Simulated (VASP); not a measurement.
Set up this calculation in VASP 6.6.1, as the native input.

* Task: single point
* Functional: LDA
* Potentials or basis: VASP PAW LDA potentials, release 64 (Ga_d, Sb_d_GW)
* Cutoff: 500 eV
* k mesh: 12 × 12 × 12
* Occupations: gaussian, width 0.1 eV
* Spin: no spin polarisation
* Dipole correction: no
* Second run: valence_matched
* Further INCAR settings: ALGO = Normal; EDIFF = 1e-06; NBANDS = 21

The structure of GaSb lies in POSCAR:

```
GaSb
1.0
    0.0000000000      3.0243850771      3.0243850771
    3.0243850771      0.0000000000      3.0243850771
    3.0243850771      3.0243850771      0.0000000000
Ga Sb
1 1
Direct
    0.0000000000      0.0000000000      0.0000000000
    0.2500000000      0.2500000000      0.2500000000
```

These files were run (other wordings do the same):

INCAR

```
SYSTEM = GaSb
  PREC = Accurate
  ENCUT = 500
  EDIFF = 1E-6
  ISMEAR = 0
  SIGMA = 0.1
  LREAL = .FALSE.
  LASPH = .TRUE.
  NELM = 120
  ALGO = Normal
  ISIF = 2
  LWAVE = .FALSE.
  LCHARG = .FALSE.
  NBANDS = 21
  GGA_COMPAT = .FALSE.
```

KPOINTS

```
Automatic mesh
0
G
  12 12 12
  0 0 0
```

Potentials or basis: VASP PAW LDA potentials, release 64 (Ga_d, Sb_d_GW).

Launch:

```bash
$ cat potpaw_LDA.64/Ga_d/POTCAR potpaw_LDA.64/Sb_d_GW/POTCAR > POTCAR
$ mpirun -np 1 vasp_std > vasp.out
```

It gave:

```yaml
Pressure: 0.1 GPa
```

It took 34 s on 1 thread of Intel(R) Xeon(R) Platinum 8488C (Sapphire Rapids) (shared host), peak memory 0.23 GiB.
